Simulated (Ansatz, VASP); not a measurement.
# TiRh: VASP beside Ansatz

The input INCAR:

```
PREC     = Accurate       # precision mode
ENCUT    = 520            # plane-wave cutoff, eV
EDIFF    = 1E-6           # SCF threshold, eV
ISMEAR   = 0              # smearing method
SIGMA    = 0.15           # smearing width, eV
LREAL    = F              # projectors in reciprocal space
LASPH    = T              # aspherical terms in the spheres
NELM     = 60             # most SCF steps
ALGO     = Fast           # electronic algorithm
ISIF     = 2              # what is computed and relaxed
LWAVE    = F              # write WAVECAR
LCHARG   = T              # write CHGCAR
GGA      = CA             # functional
LELF     = T              # ELF
LVHAR    = T            
NBANDS   = 20             # bands
```

The input KPOINTS:

```
regular mesh
0
Gamma
  16 16 16
```

Contents of POSCAR:

```
TiRh
1.0
    3.2709621000      0.0000000000      0.0000000000
    0.0000000000      3.2709621000      0.0000000000
    0.0000000000      0.0000000000      3.1152020000
Ti Rh
1 1
Direct
    0.5000000000      0.5000000000      0.5000000000
    0.0000000000      0.0000000000      0.0000000000
```

Input for Ansatz:

```yaml
crystal:
  lattice:
    - [3.2709621, 0.0, 0.0]
    - [0.0, 3.2709621, 0.0]
    - [0.0, 0.0, 3.115202]
  atoms:
    - { symbol: Ti, position: [0.5, 0.5, 0.5] }
    - { symbol: Rh, position: [0.0, 0.0, 0.0] }
basis:
  ecutwfc: 420
kpoints:
  mp_grid: { grid: [16, 16, 16] }
hamiltonian:
  xc: lda
scf:
  occupations: { method: gaussian, width: 0.15 }
output:
  forces: true
  stress: true
  eigenvalues: true
```

Change from the starting cell: strain +0.050 along x and y, +0.000 along z, atoms carried along.

Alike in both runs: task single point; functional LDA; k mesh 16 × 16 × 16; occupations gaussian, width 0.15 eV; no spin polarisation.

|  | VASP | Ansatz |
| --- | --- | --- |
| version | VASP 6.6.1 | Ansatz 0.2.0 |
| potentials or method | VASP PAW LDA potentials, release 64 (Ti_sv, Rh_pv), cutoff 520 eV | scalar-relativistic, plane waves, PAW |
| valence electrons in the cell | 27 | 29 |

```csv
,VASP,Ansatz,Ansatz less VASP
gap on the k mesh at the Fermi level (eV),none,none,-
pressure (GPa),-25.3,-25.6,-0.32
"traceless stress, the component that is largest in VASP (GPa)",-0.99,-1.01,-0.029
```

LDA's correlation is that of Perdew and Zunger in VASP and of Perdew and Wang (1992) in Ansatz. A gap of «none» marks a metal or a gap that the smearing closes. VASP's potentials hold 27 valence electrons a cell and Ansatz's 29, so a difference there can come from the potentials and not from the codes.
